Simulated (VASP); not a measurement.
Ge2Sb2Se: single point with PBE

Crystal: Ge2Sb2Se.

```xyz
5
Lattice="3.9916 0.0000 0.0000 -1.9958 3.4569 0.0000 0.0000 0.0000 8.9751" Properties=species:S:1:pos:R:3 pbc="T T T"
Ge    0.0000    2.3046    2.8091
Ge    1.9958    1.1523    6.1659
Sb    0.0000    2.3046    7.9391
Sb    1.9958    1.1523    1.0359
Se    0.0000    0.0000    4.4875
```

The cell was built from a structure type or drawn by symmetry, and may not be a known phase.

| Quantity | Value |
| --- | --- |
| Program | VASP 6.6.1 |
| Task | single point |
| Functional | PBE |
| Potentials or basis | VASP PAW PBE potentials, release 64 (Ge_d, Sb, Se) |
| Cutoff | 520 eV |
| k mesh | 6 × 6 × 2 |
| Occupations | gaussian, width 0.1 eV |
| Spin | no spin polarisation |

- Pressure: 0.0 GPa
- Largest force: 0.017 eV/Å
- Band gap on the k mesh: zero (bands 22 and 23 overlap by 1.77 eV)

Forces in eV/Å, atoms in the order of the input:
```
Ge   0.000  0.000  0.003
Ge   0.000  0.000 -0.003
Sb   0.000  0.000  0.017
Sb   0.000  0.000 -0.017
Se   0.000  0.000  0.000
```

Levels at points of the mesh, in eV from the Fermi level:
| k point | band 20 | band 21 | band 22 | band 23 | band 24 | band 25 |
| --- | --- | --- | --- | --- | --- | --- |
| (0.00, 0.00, 0.00) | -0.38 | -0.38 | 1.14 | 1.14 | 2.03 | 2.03 |
| (0.50, 0.00, 0.00) | -2.02 | -1.46 | -1.33 | -0.63 | 1.30 | 1.44 |
| (0.00, 0.00, 0.50) | -0.21 | 0.55 | 0.63 | 0.63 | 0.68 | 2.53 |
| (0.50, 0.00, 0.50) | -2.09 | -1.12 | -0.51 | 0.58 | 0.68 | 1.97 |

Wall time 25 s on 1 thread of Intel(R) Xeon(R) 6975P-C (Granite Rapids) (shared host), peak memory 0.26 GiB.

Caveat: spin-orbit coupling is left out, which moves the levels of the heavy elements.
